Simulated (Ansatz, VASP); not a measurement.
One calculation of AlFe3, two programs

The input INCAR:

```
ALGO = Fast ; EDIFF = 1E-7
ENCUT = 520 ; GGA = PS
ISIF = 2 ; ISMEAR = 0
ISPIN = 2 ; LASPH = True
LCHARG = False ; LMAXMIX = 4
LORBIT = 11 ; LREAL = False
LWAVE = False ; MAGMOM = 0 2.57 2 2
NBANDS = 26 ; NELM = 150
PREC = Accurate ; SIGMA = 0.1
```

File KPOINTS:

```
k-points
0
Gamma
  12 12 12
```

POSCAR

```
AlFe3
1.0
    0.0000000000      2.7730090271      2.7730090271
    2.7730090271      0.0000000000      2.7730090271
    2.7730090271      2.7730090271      0.0000000000
Al Fe
1 3
Direct
    0.0000000000      0.0000000000      0.0000000000
    0.5000000000      0.5000000000      0.5000000000
    0.2500000000      0.2500000000      0.2500000000
    0.7500000000      0.7500000000      0.7500000000
```

Input for Ansatz:

```yaml
crystal:
  lattice:
    - [0.0, 2.7730090271, 2.7730090271]
    - [2.7730090271, 0.0, 2.7730090271]
    - [2.7730090271, 2.7730090271, 0.0]
  atoms:
    - { symbol: Al, position: [0.0, 0.0, 0.0] }
    - { symbol: Fe, position: [0.5, 0.5, 0.5], spin: 2.57 }
    - { symbol: Fe, position: [0.25, 0.25, 0.25], spin: 2.0 }
    - { symbol: Fe, position: [0.75, 0.75, 0.75], spin: 2.0 }
basis:
  ecutwfc: 420
kpoints:
  mp_grid: { grid: [12, 12, 12] }
hamiltonian:
  xc: pbesol
scf:
  occupations: { method: gaussian, width: 0.1 }
output:
  forces: true
  stress: true
  eigenvalues: true
  populations: true
magnetization:
  spin_polarized: true
```

Alike in both runs: task single point; functional PBEsol; k mesh 12 × 12 × 12; occupations gaussian, width 0.1 eV; collinear spin.

|  | VASP | Ansatz |
| --- | --- | --- |
| version | VASP 6.6.1 | Ansatz 0.2.0 |
| potentials or method | VASP PAW PBE potentials, release 64 (Al, Fe), cutoff 520 eV | scalar-relativistic, plane waves, PAW |
| valence electrons in the cell | 27 | 51 |

|  | VASP | Ansatz | Ansatz less VASP |
| --- | --- | --- | --- |
| gap on the k mesh at the Fermi level (eV) | none | none | - |
| pressure (GPa) | 12.6 | 12.2 | -0.37 |
| net moment per atom (μB) | 1.31 | 1.29 | -0.018 |
| size of the moment on the site where the two differ most (μB) | 2.16 | 2.18 | +0.022 |

VASP's potentials were made for PBE, not for PBEsol. Site moments also hang on the region over which each program counts them. A gap of «none» marks a metal or a gap that the smearing closes. The functional is the same, so the differences come from potentials, cutoffs and numerics. VASP's potentials hold 27 valence electrons a cell and Ansatz's 51, so a difference there can come from the potentials and not from the codes.
